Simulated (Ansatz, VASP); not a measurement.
## CdTe in VASP and in Ansatz

The input INCAR:

```
SYSTEM = CdTe
PREC = Accurate
ENCUT = 500
EDIFF = 1E-7
ISMEAR = -1
SIGMA = 0.05
LREAL = .False.
LASPH = .True.
NELM = 120
ALGO = Normal
ISIF = 3
LWAVE = .False.
LCHARG = .False.
GGA = RE
IBRION = 2
NSW = 60
EDIFFG = -0.01
GGA_COMPAT = .False.
NELMIN = 4
```

File KPOINTS:

```
Automatic mesh
0
Gamma
  7 7 7
  0 0 0
```

POSCAR

```
CdTe
1.0
    0.0000000000      3.2050000000      3.2050000000
    3.2050000000      0.0000000000      3.2050000000
    3.2050000000      3.2050000000      0.0000000000
Te Cd
1 1
Direct
    0.7500000000      0.7500000000      0.7500000000
    0.0000000000      0.0000000000      0.0000000000
```

The input input.yaml:

```yaml
crystal:
  lattice:
    - [0.0, 3.205, 3.205]
    - [3.205, 0.0, 3.205]
    - [3.205, 3.205, 0.0]
  atoms:
    - { symbol: Te, position: [0.75, 0.75, 0.75] }
    - { symbol: Cd, position: [0.0, 0.0, 0.0] }
hamiltonian:
  xc: revpbe
  pseudopotentials: { kind: paw }
kpoints:
  mp_grid: { grid: [7, 7, 7] }
scf:
  occupations: { method: fermi_dirac, width: 0.05 }
output:
  forces: true
  stress: true
  eigenvalues: true
relax:
  f_tol: 0.01
  max_steps: 40
  cell: { stress_tol: 0.05 }
```

Alike in both runs: task relaxation of cell and atoms; functional revPBE; k mesh 7 × 7 × 7; occupations fermi-dirac, width 0.05 eV; no spin polarisation.

|  | VASP | Ansatz |
| --- | --- | --- |
| version | VASP 6.6.1 | Ansatz 0.2.0 |
| potentials or method | VASP PAW PBE potentials, release 64 (Te, Cd) | Ansatz PAW |
| plane-wave cutoff (eV) | 500 | 420 |
| valence electrons in the cell | 18 | 36 |

VASP gave:

```
gap on the k mesh at the Fermi level, each at its own relaxed structure (eV) : 0.60
relaxed volume (Å³/atom)                                                     : 37.43
relaxed cell length with the largest relative difference (Å)                 : 4.731
```

Task: Which values does Ansatz return?

Result: gap on the k mesh at the Fermi level, each at its own relaxed structure (eV): 0.60; relaxed volume (Å³/atom): 37.46; relaxed cell length with the largest relative difference (Å): 4.732.

VASP's potentials were made for PBE, not for revPBE. VASP's potentials hold 18 valence electrons a cell and Ansatz's 36, so a difference there can come from the potentials and not from the codes.

Neither program's run includes spin-orbit coupling. Noted on Ansatz's run: odd divisions of the mesh miss points on the zone boundary, where band edges often lie, so the gap on the mesh can be too wide; the plane-wave basis is chosen anew once the cell has moved, so the energies of steps on either side of that aren't comparable.
